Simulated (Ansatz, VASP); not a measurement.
Given: the input of a run of VASP 6.6.1 on MoS2.

Contents of INCAR:

```
PREC = Accurate ; ENCUT = 520
EDIFF = 1E-6 ; ISMEAR = -1
SIGMA = 0.05 ; LREAL = False
LASPH = True ; NELM = 80
ALGO = Normal ; ISIF = 2
LWAVE = False ; LCHARG = False
GGA = PE ; NBANDS = 20
```

Contents of KPOINTS:

```
regular mesh
0
Gamma
  10 10 10
```

File POSCAR:

```
MoS2
1.0
    1.6023114857      0.9250949704      6.2039075586
   -1.6023114857      0.9250949704      6.2039075586
    0.0000000000     -1.8501899408      6.2039075586
Mo S
1 2
Direct
    0.0000000000      0.0000000000      0.0000000000
    0.7484000000      0.7484000000      0.7484000000
    0.5849000000      0.5849000000      0.5849000000
```

Potentials or basis: VASP PAW PBE potentials, release 64 (Mo_sv, S).

Command:

```console
$ cat potpaw_PBE.64/Mo_sv/POTCAR potpaw_PBE.64/S/POTCAR > POTCAR
$ mpirun -np 1 vasp_std > vasp.out
```

Question: Set up the same calculation for Ansatz 0.2.0. Potentials there: all-electron LAPW, scalar-relativistic.

Answer: As run (the cutoff follows the program's own potentials):

File input.yaml:

```yaml
crystal:
  lattice:
    - [1.6023114857, 0.9250949704, 6.2039075586]
    - [-1.6023114857, 0.9250949704, 6.2039075586]
    - [0.0, -1.8501899408, 6.2039075586]
  atoms:
    - { symbol: Mo, position: [0.0, 0.0, 0.0] }
    - { symbol: S, position: [0.7484, 0.7484, 0.7484] }
    - { symbol: S, position: [0.5849, 0.5849, 0.5849] }
kpoints:
  mp_grid: { grid: [10, 10, 10] }
scf:
  occupations: { method: fermi_dirac, width: 0.05 }
hamiltonian:
  xc: pbe
  pseudopotentials: { kind: all_electron, lapw: { basis_error: 0.001 } }
output:
  forces: true
  stress: true
  eigenvalues: true
```

Potentials or basis: all-electron LAPW, scalar-relativistic.

Command:

```console
$ ansatz run input.yaml --threads 2 --pin off --max-ram 6144MiB --backend cpu --events-out ev --progress --plain --runs-dir out
```

Both were run:

|  | VASP | Ansatz | Ansatz less VASP |
| --- | --- | --- | --- |
| gap on the k mesh at the Fermi level (eV) | 0.81 | 0.80 | -0.013 |
| least direct gap on the mesh (eV) | 1.82 | 1.82 | -0.003 |
| pressure (GPa) | 2.7 | 2.9 | +0.15 |
| traceless stress, the component that is largest in VASP (GPa) | 4.06 | 4.10 | +0.037 |
| rms of the force components (eV/Å) | 0.270 | 0.277 | +0.0075 |

Atom by atom the forces differ by 0.007 eV/Å (rms over components). Ansatz ran all-electron here, and VASP with PAW potentials.
